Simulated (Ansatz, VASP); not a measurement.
## Be2ZnTe5 in VASP and in Ansatz

```
Be Zn Te
1.0
    -3.93348    3.93348    3.30220
     3.93348   -3.93348    3.30220
     3.93348    3.93348   -3.30220
Be Zn Te
2 1 5
Direct
  0.75000 0.25000 0.50000
  0.25000 0.75000 0.50000
  0.50000 0.50000 0.00000
  0.34882 0.82511 0.17392
  0.65118 0.17489 0.82608
  0.82511 0.65118 0.47629
  0.17489 0.34882 0.52371
  0.00000 0.00000 0.00000
```

Alike in both runs: functional PBE; k mesh 8 × 8 × 8; occupations gaussian, width 0.02 eV; no spin polarisation.

Ansatz relaxed the structure, and its values are those at the end. VASP's run is a single point on that final structure, the one shown.

```csv
,VASP,Ansatz
version,VASP 6.6.1,Ansatz 0.2.0
potentials or method,"VASP PAW PBE potentials, release 64 (Be, Zn, Te), cutoff 520 eV","scalar-relativistic, plane waves, PAW"
valence electrons in the cell,46,96
```

|  | VASP | Ansatz | Ansatz less VASP |
| --- | --- | --- | --- |
| gap on the k mesh at the Fermi level (eV) | 0.31 | 0.31 | +0.002 |
| least direct gap on the mesh (eV) | 0.41 | 0.41 | +0.002 |
| pressure (GPa) | 0.0 | 0.0 | -0.05 |
| rms of the force components (eV/Å) | 0.005 | 0.002 | -0.0021 |

VASP's potentials hold 46 valence electrons a cell and Ansatz's 96, so a difference there can come from the potentials and not from the codes.

Spin-orbit coupling is off throughout.
